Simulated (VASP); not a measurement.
# Rh (I4/mmm) in VASP: a series of runs

The runs below take Rh through single point, with PBEsol.

Program: VASP 6.6.1. These are calculated values, not measurements. Logs are shortened: lines on timing, memory, paths and dates and some standing lists are left out, and cuts for length are marked.

## Step 1: The cell of the first run

Symmetry: I4/mmm, No. 139, tetragonal system. The conventional cell has a = 2.609 Å, b = 2.609 Å, c = 3.860 Å, α = 90.00°, β = 90.00°, γ = 90.00°. Rh (site symmetry 4/mmm) has 12 Rh at 2.61 to 2.67 Å within 3.4 Å.

## Step 2: Single point, PBEsol (strain -0.030 along x and y, +0.015 along z)

File INCAR:

```
SYSTEM = Rh
PREC = Accurate
ENCUT = 520
EDIFF = 1E-6
ISMEAR = 0
SIGMA = 0.15
LREAL = .False.
LASPH = .True.
NELM = 80
ALGO = Fast
ISIF = 2
LWAVE = .False.
LCHARG = .False.
GGA = PS
NBANDS = 14
```

File KPOINTS:

```
regular mesh
0
Gamma
  22 22 22
  0 0 0
```

File POSCAR:

```
Rh
1.0
    0.0000000000      1.8445035000      1.9300732500
    1.8445035000      0.0000000000      1.9300732500
    1.8445035000      1.8445035000      0.0000000000
Rh
1
Direct
    0.0000000000      0.0000000000      0.0000000000
```

Potentials or basis: VASP PAW PBE potentials, release 64 (Rh_pv).

The run is started by

```sh
$ cat potpaw_PBE.64/Rh_pv/POTCAR > POTCAR
$ mpirun -np 1 vasp_std > vasp.out
```

OUTCAR:

```text
SYSTEM = Rh
   PREC = Accurate
   ENCUT = 520
   EDIFF = 1E-6
   ISMEAR = 0
   LREAL = .False.
   LASPH = .True.
   NELM = 80
   ISIF = 2
   GGA = PS

 ion  position               nearest neighbor table
   1  0.000  0.000  0.000-

  LATTYP: Found a body centered tetragonal cell.
 ALAT       =     2.6085218655
 C/A-ratio  =     1.4798214081

  Lattice vectors:

 A1 = (  -1.8445035000,   0.0000000000,   1.9300732500)
 A2 = (   1.8445035000,   0.0000000000,   1.9300732500)
 A3 = (   0.0000000000,   1.8445035000,  -1.9300732500)

Analysis of symmetry for initial positions (statically):
=====================================================================
 Subroutine PRICEL returns:
 Original cell was already a primitive cell.

 Routine SETGRP: Setting up the symmetry group for a
 body centered tetragonal supercell.

 Subroutine GETGRP returns: Found 16 space group operations
 (whereof 16 operations were pure point group operations)
 out of a pool of 16 trial point group operations.

The static configuration has the point symmetry D_4h.

Analysis of symmetry for dynamics (positions and initial velocities):
=====================================================================
 Subroutine PRICEL returns:
 Original cell was already a primitive cell.

 Routine SETGRP: Setting up the symmetry group for a
 body centered tetragonal supercell.

 Subroutine GETGRP returns: Found 16 space group operations
 (whereof 16 operations were pure point group operations)
 out of a pool of 16 trial point group operations.

The dynamic configuration has the point symmetry D_4h.

 Subroutine INISYM returns: Found 16 space group operations
 (whereof 16 operations are pure point group operations),
 and found     1 'primitive' translations

----------------------------------------------------------------------------------------

                                     Primitive cell

  volume of cell :      13.1330

  direct lattice vectors                    reciprocal lattice vectors
     0.000000000  1.844503500  1.930073250    -0.271075658  0.271075658  0.259057525
     1.844503500  0.000000000  1.930073250     0.271075658 -0.271075658  0.259057525
     1.844503500  1.844503500  0.000000000     0.271075658  0.271075658 -0.259057525

  length of vectors
     2.669714575  2.669714575  2.608521866     0.462682209  0.462682209  0.462682209

  position of ions in fractional coordinates (direct lattice)
     0.000000000  0.000000000  0.000000000

  ion indices of the primitive-cell ions
   primitive index   ion index
                 1           1

----------------------------------------------------------------------------------------

 KPOINTS: regular mesh

Automatic generation of k-mesh.
 Grid dimensions read from file:
 generate k-points for:   22   22   22

 Generating k-lattice:

  Cartesian coordinates                     Fractional coordinates (reciprocal lattice)
    -0.012321621  0.012321621  0.011775342     0.045454545 -0.000000000  0.000000000
     0.012321621 -0.012321621  0.011775342    -0.000000000  0.045454545  0.000000000
     0.012321621  0.012321621 -0.011775342     0.000000000  0.000000000  0.045454545

  Length of vectors
     0.021031009  0.021031009  0.021031009

  Shift w.r.t. Gamma in fractional coordinates (k-lattice)
     0.000000000  0.000000000  0.000000000

 Subroutine IBZKPT returns following result:
 ===========================================

 Found    834 irreducible k-points:

 Following reciprocal coordinates:
            Coordinates               Weight
  0.000000  0.000000  0.000000      1.000000
  0.045455 -0.000000  0.000000      8.000000
  0.090909 -0.000000  0.000000      8.000000
  0.136364 -0.000000  0.000000      8.000000
  0.181818 -0.000000  0.000000      8.000000
  0.227273 -0.000000  0.000000      8.000000
[... 16 lines left out ...]
  0.500000  0.045455  0.000000      8.000000
 -0.454545  0.045455  0.000000      8.000000
 [... further k-points ...]
   k-points           NKPTS =    834   k-points in BZ     NKDIM =    834   number of bands    NBANDS=     14
   number of dos      NEDOS =    301   number of ions     NIONS =      1
   total plane-waves  NPLWV =   8000
   dimension x,y,z NGX =    20 NGY =   20 NGZ =   20
   dimension x,y,z NGXF=    40 NGYF=   40 NGZF=   40
   ions per type =               1
   NGX,Y,Z   is equivalent  to a cutoff of  12.45, 12.45, 12.75 a.u.
   NGXF,Y,Z  is equivalent  to a cutoff of  24.91, 24.91, 25.49 a.u.
 SYSTEM =  Rh
   PREC   = accura    normal or accurate (medium, high low for compatibility)
   ISTART =      0    job   : 0-new  1-cont  2-samecut
   ICHARG =      2    charge: 1-file 2-atom 10-const
   ISPIN  =      1    spin polarized calculation?
   LNONCOLLINEAR =      F non collinear calculations
   LSORBIT =      F    spin-orbit coupling
   LASPH  =      T    aspherical Exc in radial PAW
   ENCUT  =  520.0 eV  38.22 Ry    6.18 a.u.   4.96  4.96  4.85*2*pi/ulx,y,z
   NELM   =     80;   NELMIN=  2; NELMDL= -5     # of ELM steps
   EDIFF  = 0.1E-05   stopping-criterion for ELM
   LREAL  =      F    real-space projection
   EDIFFG = 0.1E-04   stopping-criterion for IOM
   NSW    =      0    number of steps for IOM
   IBRION =     -1    ionic relax: 0-MD 1-quasi-New 2-CG
   NFREE  =      0    steps in history (QN), initial steepest desc. (CG)
   ISIF   =      2    stress and relaxation
   ISYM   =      2    0-nonsym 1-usesym 2-fastsym
   POTIM  = 0.5000    time-step for ionic-motion
   TEBEG  =    0.0;   TEEND  =   0.0 temperature during run
   PSTRESS=    0.0 pullay stress
   NELECT =      15.0000    total number of electrons
   NUPDOWN=      -1.0000    fix difference up-down
   EMIN   =  10.00;   EMAX   =-10.00  energy-range for DOS
   EFERMI =   0.00;   METHOD = LEGACY
   ISMEAR =     0;   SIGMA  =   0.15  broadening in eV -4-tet -1-fermi 0-gaus
   EFERMI_NEDOS =   21; number of points for ismear=-14 and -15
   IALGO  =     68    algorithm
   IMIX   =      4    mixing-type and parameters
     AMIX     =   0.40;   BMIX     =  1.00
     AMIX_MAG =   1.60;   BMIX_MAG =  1.00
  volume/ion in A,a.u.               =      13.13        88.63
  Fermi-wavevector in a.u.,A,eV,Ry     =   1.711267  3.233825 39.843753  2.928433
  Thomas-Fermi vector in A             =   2.789412
   LORBIT       =      0    0 simple, 1 ext, 2 COOP (PROOUT), +10 PAW based schemes
   GGA     = PS    functional components
   LHFCALC =     F    Hartree Fock is set to
   AEXX    =    0.0000 exact exchange contribution
   IVDW    =     0    specifies the selected vdW correction
   LEPSILON=     F    determine dielectric tensor
   LRPA    =     F    only Hartree local field effects (RPA)
 non-spin polarized calculation
 RMM-DIIS sequential band-by-band and
 Gauss-broadening in eV      SIGMA  =   0.15
  energy-cutoff  :      520.00
  volume of cell :       13.13
 maximum number of plane-waves:       367
   NGX =  9   NGY =  9   NGZ =  9

 number of electron      15.0000001 magnetization

 Free energy of the ion-electron system (eV)
  ---------------------------------------------------
  ext. energy  EPLUGINS =         0.00000000
  ---------------------------------------------------
  free energy    TOTEN  =        -8.11895756 eV

  energy without entropy =       -8.10512647  energy(sigma->0) =       -8.11204201

 E-fermi :  12.6134     XC(G=0): -14.5148

 val. band max:       12.6095961226   @ k =   0.4545   0.0909   0.2727
 cond. band min:      12.6142278557   @ k =   0.3182   0.0000   0.3182
 fundamental gap:      0.0046317331
 Fermi energy:        12.6134488483

 k-point     1 :       0.0000    0.0000    0.0000
  band No.  band energies     occupation
      1     -33.8113      2.00000
      2     -33.7830      2.00000
      3     -33.7830      2.00000
      4       4.2201      2.00000
      5       8.9467      2.00000
      6       9.4868      2.00000
      7       9.4868      2.00000
      8      11.2228      2.00000
      9      11.8821      2.00000
     10      28.5422      0.00000
     11      32.8591      0.00000
     12      33.2631      0.00000
     13      34.7247      0.00000
     14      34.7247      0.00000

 k-point     2 :       0.0455   -0.0000    0.0000
  band No.  band energies     occupation
      1     -33.8205      2.00000
      2     -33.7950      2.00000
      3     -33.7848      2.00000
      4       4.3080      2.00000
      5       8.9610      2.00000
      6       9.4661      2.00000
      7       9.5220      2.00000
      8      11.2081      2.00000
      9      11.8553      2.00000
     10      28.6760      0.00000
     11      32.8577      0.00000
     12      33.1852      0.00000
     13      34.4299      0.00000
     14      34.8591      0.00000

 k-point     3 :       0.0909   -0.0000    0.0000
  band No.  band energies     occupation
      1     -33.8655      2.00000
      2     -33.8118      2.00000
      3     -33.7902      2.00000
      4       4.5637      2.00000
      5       8.9752      2.00000
      6       9.4353      2.00000
      7       9.6202      2.00000
      8      11.1772      2.00000
      9      11.7851      2.00000
     10      29.0508      0.00000
     11      32.4946      0.00000
     12      32.8663      0.00000
     13      34.3712      0.00000
     14      35.2534      0.00000
[... 324 lines left out ...]
 k-point    23 :       0.5000    0.0455    0.0000
  band No.  band energies     occupation
      1     -34.6490      2.00000
      2     -33.9582      2.00000
      3     -33.8769      2.00000
      4       6.1237      2.00000
      5       8.8968      2.00000
      6       9.5473      2.00000
      7      12.3823      1.97066
      8      13.1299      0.00000
      9      14.1953      0.00000
     10      21.7422      0.00000
     11      28.0923      0.00000
     12      32.8617      0.00000
     13      33.7781      0.00000
     14      34.5355      0.00000

 k-point    24 :      -0.4545    0.0455    0.0000
  band No.  band energies     occupation
      1     -34.6460      2.00000
      2     -33.9599      2.00000
      3     -33.8732      2.00000
      4       6.1303      2.00000
      5       8.9205      2.00000
      6       9.5430      2.00000
      7      12.3289      1.99270
      8      13.0345      0.00007
      9      14.2113      0.00000
     10      21.8525      0.00000
     11      28.1187      0.00000
     12      32.8615      0.00000
     13      33.6480      0.00000
     14      34.7972      0.00000

 [... further k-points ...]
[... 5 lines left out ...]
  --------------------------------------------------------------------------------------
  -------------------------------------------------------------------------------------
  Total        1.1109992      1.1109992      0.0327887      0.0000000      0.0000000      0.0000000
  in kB      135.5381511    135.5381511      4.0001165      0.0000000      0.0000000      0.0000000
  external PRESSURE =      91.6921396 kB  Pullay stress =       0.0000000 kB

 VOLUME and BASIS-vectors are now :
 -----------------------------------------------------------------------------
  energy-cutoff  :      520.00
  volume of cell :       13.13
      direct lattice vectors                 reciprocal lattice vectors
     0.000000000  1.844503500  1.930073250    -0.271075658  0.271075658  0.259057525
     1.844503500  0.000000000  1.930073250     0.271075658 -0.271075658  0.259057525
     1.844503500  1.844503500  0.000000000     0.271075658  0.271075658 -0.259057525

 POSITION                                       TOTAL-FORCE (eV/Angst)
 -----------------------------------------------------------------------------------
      0.00000      0.00000      0.00000        -0.000000      0.000000      0.000000
 -----------------------------------------------------------------------------------
    total drift:                                0.000000      0.000000      0.000000

  FREE ENERGIE OF THE ION-ELECTRON SYSTEM (eV)
  ---------------------------------------------------
  free  energy   TOTEN  =        -8.1189575591 eV

  energy  without entropy=       -8.1051264668  energy(sigma->0) =       -8.11204201
```

It took 49 s on 1 thread of Intel Xeon 6975P-C (Granite Rapids), shared host; peak memory 0.24 GiB.

Results:

```yaml
Free_energy: -8.1190 eV
Pressure: 9.2 GPa
```

Stress tensor (GPa, compression positive):
```
13.55  0.00  0.00
 0.00 13.55  0.00
 0.00  0.00  0.40
```

Levels at points of the mesh, in eV from the Fermi level:
```tsv
k point	band 5	band 6	band 7	band 8	band 9	band 10
(0.00, 0.00, 0.00)	-3.67	-3.13	-3.13	-1.39	-0.73	15.93
(0.50, 0.00, 0.00)	-3.66	-3.13	0.51	0.61	0.76	9.10
(0.50, 0.50, 0.00)	-6.38	0.66	1.05	1.05	2.60	11.97
(0.50, 0.00, 0.50)	-6.40	0.58	0.85	1.34	3.59	12.97
```

Caveat: the cell differs from its parent crystal (strain -0.030 along x and y, +0.015 along z); the PAW data sets were made with another functional, which shifts forces and pressure a little.

## Step 3: Single point, PBEsol (strain -0.030 along x and y, +0.030 along z)

File INCAR:

```
SYSTEM = Rh
PREC     = Accurate       ! precision mode
ENCUT    = 520            ! plane-wave cutoff, eV
EDIFF    = 1E-7           ! SCF threshold, eV
ISMEAR   = 0              ! smearing method
SIGMA    = 0.15           ! smearing width, eV
LREAL    = .FALSE.        ! projectors in reciprocal space
LASPH    = .TRUE.         ! aspherical terms in the spheres
NELM     = 60             ! most SCF steps
ALGO     = Fast           ! electronic algorithm
ISIF     = 2              ! what is computed and relaxed
LWAVE    = .FALSE.        ! write WAVECAR
LCHARG   = .FALSE.        ! write CHGCAR
GGA      = PS             ! functional
NBANDS   = 14             ! bands
```

File KPOINTS:

```
Automatic mesh
0
G
  22 22 22
  0 0 0
```

File POSCAR:

```
Rh
1.0
    0.0000000000      1.8445035000      1.9585965000
    1.8445035000      0.0000000000      1.9585965000
    1.8445035000      1.8445035000      0.0000000000
Rh
1
Direct
    0.0000000000      0.0000000000      0.0000000000
```

Potentials or basis: VASP PAW PBE potentials, release 64 (Rh_pv).

The run is started by

```sh
$ cat potpaw_PBE.64/Rh_pv/POTCAR > POTCAR
$ mpirun -np 1 vasp_std > vasp.out
```

OUTCAR:

```text
SYSTEM = Rh
   PREC = Accurate
   ENCUT = 520
   EDIFF = 1E-7
   ISMEAR = 0
   LREAL = .FALSE.
   LASPH = .TRUE.
   NELM = 60
   ISIF = 2
   GGA = PS

 ion  position               nearest neighbor table
   1  0.000  0.000  0.000-

  LATTYP: Found a body centered tetragonal cell.
 ALAT       =     2.6085218655
 C/A-ratio  =     1.5016906899

  Lattice vectors:

 A1 = (  -1.8445035000,   0.0000000000,   1.9585965000)
 A2 = (   1.8445035000,   0.0000000000,   1.9585965000)
 A3 = (   0.0000000000,   1.8445035000,  -1.9585965000)

Analysis of symmetry for initial positions (statically):
=====================================================================
 Subroutine PRICEL returns:
 Original cell was already a primitive cell.

 Routine SETGRP: Setting up the symmetry group for a
 body centered tetragonal supercell.

 Subroutine GETGRP returns: Found 16 space group operations
 (whereof 16 operations were pure point group operations)
 out of a pool of 16 trial point group operations.

The static configuration has the point symmetry D_4h.

Analysis of symmetry for dynamics (positions and initial velocities):
=====================================================================
[... 163 lines left out ...]

 k-point     1 :       0.0000    0.0000    0.0000
  band No.  band energies     occupation
      1     -34.0691      2.00000
      2     -34.0326      2.00000
      3     -34.0326      2.00000
      4       4.0509      2.00000
      5       8.6373      2.00000
      6       9.3458      2.00000
      7       9.3458      2.00000
      8      10.8571      2.00000
      9      11.7166      2.00000
     10      28.3058      0.00000
     11      32.6263      0.00000
     12      32.6503      0.00000
     13      34.5240      0.00000
     14      34.5240      0.00000
[... 377 lines left out ...]
      1     -34.8594      2.00000
      2     -34.2154      2.00000
      3     -34.1100      2.00000
      4       5.9771      2.00000
      5       8.6503      2.00000
      6       9.4190      2.00000
      7      12.0781      1.98292
      8      12.7110      0.00034
      9      13.9388      0.00000
     10      21.4192      0.00000
     11      27.7942      0.00000
     12      32.6275      0.00000
     13      33.1667      0.00000
     14      34.5242      0.00000

 [... further k-points ...]
[... 5 lines left out ...]
  --------------------------------------------------------------------------------------
  -------------------------------------------------------------------------------------
  Total        0.8528163      0.8528163     -0.5446904      0.0000000      0.0000000      0.0000000
  in kB      102.5255593    102.5255593    -65.4826627      0.0000000      0.0000000      0.0000000
  external PRESSURE =      46.5228187 kB  Pullay stress =       0.0000000 kB

 VOLUME and BASIS-vectors are now :
 -----------------------------------------------------------------------------
  energy-cutoff  :      520.00
  volume of cell :       13.33
      direct lattice vectors                 reciprocal lattice vectors
     0.000000000  1.844503500  1.958596500    -0.271075658  0.271075658  0.255284843
     1.844503500  0.000000000  1.958596500     0.271075658 -0.271075658  0.255284843
     1.844503500  1.844503500  0.000000000     0.271075658  0.271075658 -0.255284843

 POSITION                                       TOTAL-FORCE (eV/Angst)
 -----------------------------------------------------------------------------------
      0.00000      0.00000      0.00000         0.000000      0.000000      0.000000
 -----------------------------------------------------------------------------------
    total drift:                                0.000000     -0.000000      0.000000

  FREE ENERGIE OF THE ION-ELECTRON SYSTEM (eV)
  ---------------------------------------------------
  free  energy   TOTEN  =        -8.1153221727 eV

  energy  without entropy=       -8.1011797624  energy(sigma->0) =       -8.10825097
```

stdout:

```text
POSCAR found type information on POSCAR Rh
 POSCAR found :  1 types and       1 ions
 scaLAPACK will be used
 -----------------------------------------------------------------------------
|                                                                             |
|                                                                             |
|     You enforced a specific xc type in the INCAR file but a different       |
|     I HOPE YOU KNOW WHAT YOU ARE DOING!                                     |
|                                                                             |
 -----------------------------------------------------------------------------

 LDA part: xc-table for (Slater+PW92), standard interpolation
 POSCAR, INCAR and KPOINTS ok, starting setup
 FFT: planning ... GRIDC
 FFT: planning ... GRID_SOFT
 FFT: planning ... GRID
 WAVECAR not read
 entering main loop
WARNING in EDDRMM: call to ZHEGV failed, returncode =   8  4     13
WARNING in EDDRMM: call to ZHEGV failed, returncode =   6  3     12
WARNING in EDDRMM: call to ZHEGV failed, returncode =   8  4     12
WARNING in EDDRMM: call to ZHEGV failed, returncode =   8  4     14
WARNING in EDDRMM: call to ZHEGV failed, returncode =   8  4     13
WARNING in EDDRMM: call to ZHEGV failed, returncode =   8  4     14
WARNING in EDDRMM: call to ZHEGV failed, returncode =   6  3     13
WARNING in EDDRMM: call to ZHEGV failed, returncode =   6  3     13
```

Wall time 53 s (1 thread of Intel Xeon 6975P-C (Granite Rapids), shared host); peak memory 0.24 GiB.

What came out:

* Free energy: -8.1153 eV
* Pressure: 4.7 GPa

Caveat: the cell differs from its parent crystal (strain -0.030 along x and y, +0.030 along z); the PAW data sets were made with another functional, which shifts forces and pressure a little.

(Continued in part 2 of 2.)
